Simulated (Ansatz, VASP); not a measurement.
**One calculation of CaSn3Se4, two programs**

Contents of POSCAR:

```
CaSn3Se4
1.0
    5.8812308273      0.0000000000      0.0000000000
    0.0000000000      5.8812308273      0.0000000000
    0.0000000000      0.0000000000      5.8812308273
Sn Se Ca
3 4 1
Direct
    0.5000000000      0.0000000000      0.0000000000
    0.0000000000      0.5000000000      0.0000000000
    0.0000000000      0.0000000000      0.5000000000
    0.0000000000      0.5000000000      0.5000000000
    0.5000000000      0.0000000000      0.5000000000
    0.5000000000      0.5000000000      0.0000000000
    0.0000000000      0.0000000000      0.0000000000
    0.5000000000      0.5000000000      0.5000000000
```

The input INCAR.step1:

```
SYSTEM = CaSn3Se4
PREC = Accurate
ENCUT = 520
ISMEAR = -1
SIGMA = 0.02
LREAL = .False.
LASPH = .True.
NELM = 100
NBANDS = 48
GGA = PE
ALGO = Normal
EDIFF = 1E-4
LWAVE = .True.
LCHARG = .False.
```

File INCAR.step2:

```
SYSTEM = CaSn3Se4
PREC = Accurate
ENCUT = 520
EDIFF = 1E-6
ISMEAR = -1
SIGMA = 0.02
LREAL = .False.
LASPH = .True.
NELM = 100
ALGO = Normal
ISIF = 2
LWAVE = .False.
LCHARG = .False.
METAGGA = R2SCAN
LMIXTAU = .True.
NBANDS = 48
ISTART = 1
```

File KPOINTS:

```
regular mesh
0
Gamma
  4 4 4
  0 0 0
```

Input for Ansatz:

```yaml
crystal:
  lattice:
    - [5.8812308273, 0.0, 0.0]
    - [0.0, 5.8812308273, 0.0]
    - [0.0, 0.0, 5.8812308273]
  atoms:
    - { symbol: Sn, position: [0.5, 0.0, 0.0] }
    - { symbol: Se, position: [0.0, 0.5, 0.5] }
    - { symbol: Sn, position: [0.0, 0.5, 0.0] }
    - { symbol: Se, position: [0.5, 0.0, 0.5] }
    - { symbol: Sn, position: [0.0, 0.0, 0.5] }
    - { symbol: Se, position: [0.5, 0.5, 0.0] }
    - { symbol: Ca, position: [0.5, 0.5, 0.5] }
    - { symbol: Se, position: [0.0, 0.0, 0.0] }
kpoints:
  mp_grid: { grid: [4, 4, 4] }
hamiltonian:
  xc: r2scan
scf:
  occupations: { method: fermi_dirac, width: 0.02 }
  n_extra_bands: 6
output:
  forces: true
  stress: true
  eigenvalues: true
```

Alike in both runs: task single point; functional r2SCAN; k mesh 4 × 4 × 4; occupations fermi-dirac, width 0.02 eV; no spin polarisation.

|  | VASP | Ansatz |
| --- | --- | --- |
| version | VASP 6.6.1 | Ansatz 0.2.0 |
| potentials or method | VASP PAW PBE potentials, release 64 (Sn_d, Se, Ca_sv) | plane waves, PAW |
| plane-wave cutoff (eV) | 520 | 500 |
| valence electrons in the cell | 76 | 116 |

```tsv
	VASP	Ansatz	Ansatz less VASP
pressure (GPa)	3.7	3.7	-0.08
```

VASP's potentials were made for PBE, not for r2SCAN. The functional is the same, so the differences come from potentials, cutoffs and numerics. VASP's potentials hold 76 valence electrons a cell and Ansatz's 116, so a difference there can come from the potentials and not from the codes.
